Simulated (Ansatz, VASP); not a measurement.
# Two plane-wave programs on TiS2

```xyz
3
Lattice="3.3191 0.0000 0.0000 -1.6595 2.8744 0.0000 0.0000 0.0000 29.5200" Properties=species:S:1:pos:R:3 pbc="T T T"
S     0.0000    1.9163    7.0140
S     1.6595    0.9581    9.8460
Ti    0.0000    0.0000    8.4300
```

Alike in both runs: functional LDA; k mesh 12 × 12 × 1; occupations gaussian, width 0.08 eV; no spin polarisation.

Ansatz relaxed the structure, and its values are those at the end. VASP's run is a single point on that final structure, the one shown.

|  | VASP | Ansatz |
| --- | --- | --- |
| version | VASP 6.6.1 | Ansatz 0.2.0 |
| potentials or method | VASP PAW LDA potentials, release 64 (S, Ti_sv), cutoff 400 eV | scalar-relativistic, plane waves, PAW |
| valence electrons in the cell | 24 | 24 |

```tsv
	VASP	Ansatz	Ansatz less VASP
gap on the k mesh at the Fermi level (eV)	none	none	-
rms of the force components (eV/Å)	0.012	0.000	-0.0114
```

Ansatz warns that its potentials were made for another functional, while VASP's fit it. LDA's correlation is that of Perdew and Zunger in VASP and of Perdew and Wang (1992) in Ansatz. A gap of «none» marks a metal or a gap that the smearing closes. Ansatz's warnings: slab cell height set, structure snapped to symmetry.
